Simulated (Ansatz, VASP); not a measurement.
# Two plane-wave programs on Ga

File INCAR:

```
PREC     = Accurate       # precision mode
ENCUT    = 600            # plane-wave cutoff, eV
EDIFF    = 1E-7           # SCF threshold, eV
ISMEAR   = -1             # smearing method
SIGMA    = 0.1            # smearing width, eV
LREAL    = False          # projectors in reciprocal space
LASPH    = True           # aspherical terms in the spheres
NELM     = 100            # most SCF steps
ALGO     = Normal         # electronic algorithm
ISIF     = 3              # what is computed and relaxed
LWAVE    = False          # write WAVECAR
LCHARG   = False          # write CHGCAR
GGA      = RE             # functional
IBRION   = 2              # ionic algorithm
NSW      = 80             # ionic steps
EDIFFG   = -0.01          # ionic threshold
```

Contents of KPOINTS:

```
regular mesh
0
Gamma
  13 13 13
```

Contents of POSCAR:

```
Ga
1.0
   -1.6983540166      1.6983540166      1.6983540166
    1.6983540166     -1.6983540166      1.6983540166
    1.6983540166      1.6983540166     -1.6983540166
Ga
1
Direct
    0.0000000000      0.0000000000      0.0000000000
```

Input for Ansatz:

```yaml
crystal:
  lattice:
    - [-1.6983540166, 1.6983540166, 1.6983540166]
    - [1.6983540166, -1.6983540166, 1.6983540166]
    - [1.6983540166, 1.6983540166, -1.6983540166]
  atoms:
    - { symbol: Ga, position: [0.0, 0.0, 0.0] }
hamiltonian:
  xc: revpbe
  pseudopotentials:
    kind: paw
    azcp:
      Ga: "pseudopotentials/Ga.paw.azcp"
basis:
  ecutwfc: 420
  fft_grid_basis: typed
kpoints:
  mp_grid: { grid: [13, 13, 13], shift: [0, 0, 0] }
magnetization:
  spin_polarized: false
scf:
  occupations: { method: fermi_dirac, width: 0.1 }
relax:
  max_steps: 60
  f_tol: 0.01
  cell: {}
```

Alike in both runs: task relaxation of cell and atoms; functional revPBE; k mesh 13 × 13 × 13; occupations fermi-dirac, width 0.1 eV; no spin polarisation.

```csv
,VASP,Ansatz
version,VASP 6.6.1,Ansatz 0.2.0
potentials or method,"VASP PAW PBE potentials, release 64 (Ga_d), cutoff 600 eV","plane waves (420 eV) with PAW, scalar-relativistic"
valence electrons in the cell,13,13
```

VASP gave:

* relaxed volume (Å³/atom): 19.73
* relaxed cell length with the largest relative difference (Å): 2.949

**Question.** Which values does Ansatz return?

**Answer.** Relaxed volume (Å³/atom): 19.70; relaxed cell length with the largest relative difference (Å): 2.947.

VASP's potentials were made for PBE, not for revPBE.
